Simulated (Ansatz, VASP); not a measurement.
# BaTe in VASP and in Ansatz

File INCAR:

```
PREC     = Accurate       # precision mode
ENCUT    = 520            # plane-wave cutoff, eV
EDIFF    = 1E-7           # SCF threshold, eV
ISMEAR   = 0              # smearing method
SIGMA    = 0.05           # smearing width, eV
LREAL    = F              # projectors in reciprocal space
LASPH    = T              # aspherical terms in the spheres
NELM     = 80             # most SCF steps
ALGO     = Normal         # electronic algorithm
ISIF     = 2              # what is computed and relaxed
LWAVE    = F              # write WAVECAR
LCHARG   = F              # write CHGCAR
GGA      = PS             # functional
NBANDS   = 15             # bands
```

KPOINTS

```
Automatic mesh
0
Gamma
  6 6 6
```

The input POSCAR:

```
BaTe
1.0
    4.2624660000      0.0000000000      0.0000000000
    0.0000000000      4.2624660000      0.0000000000
    0.0000000000      0.0000000000      4.4329646400
Ba Te
1 1
Direct
    0.0000000000      0.0000000000      0.0000000000
    0.5000000000      0.5000000000      0.5000000000
```

Input for Ansatz:

```yaml
crystal:
  lattice:
    - [4.262466, 0.0, 0.0]
    - [0.0, 4.262466, 0.0]
    - [0.0, 0.0, 4.43296464]
  atoms:
    - { symbol: Ba, position: [0.0, 0.0, 0.0] }
    - { symbol: Te, position: [0.5, 0.5, 0.5] }
basis:
  ecutwfc: 420
kpoints:
  mp_grid: { grid: [6, 6, 6] }
hamiltonian:
  xc: pbesol
scf:
  occupations: { method: gaussian, width: 0.05 }
output:
  forces: true
  stress: true
  eigenvalues: true
```

Change from the starting cell: strain +0.000 along x and y, +0.040 along z, atoms carried along.

Alike in both runs: task single point; functional PBEsol; k mesh 6 × 6 × 6; occupations gaussian, width 0.05 eV; no spin polarisation.

|  | VASP | Ansatz |
| --- | --- | --- |
| version | VASP 6.6.1 | Ansatz 0.2.0 |
| potentials or method | VASP PAW PBE potentials, release 64 (Ba_sv, Te), cutoff 520 eV | scalar-relativistic, plane waves, PAW |
| valence electrons in the cell | 16 | 26 |

Ansatz gave:

```
gap on the k mesh at the Fermi level (eV)                     : 0.74
least direct gap on the mesh (eV)                             : 0.85
pressure (GPa)                                                : -3.1
traceless stress, the component that is largest in VASP (GPa) : -1.76
```

Q: Which values does VASP return?

A: gap on the k mesh at the Fermi level (eV): 0.65; least direct gap on the mesh (eV): 0.76; pressure (GPa): -2.7; traceless stress, the component that is largest in VASP (GPa): -1.77.

VASP's potentials were made for PBE, not for PBEsol. VASP's potentials hold 16 valence electrons a cell and Ansatz's 26, so a difference there can come from the potentials and not from the codes.

Neither program's run includes spin-orbit coupling.
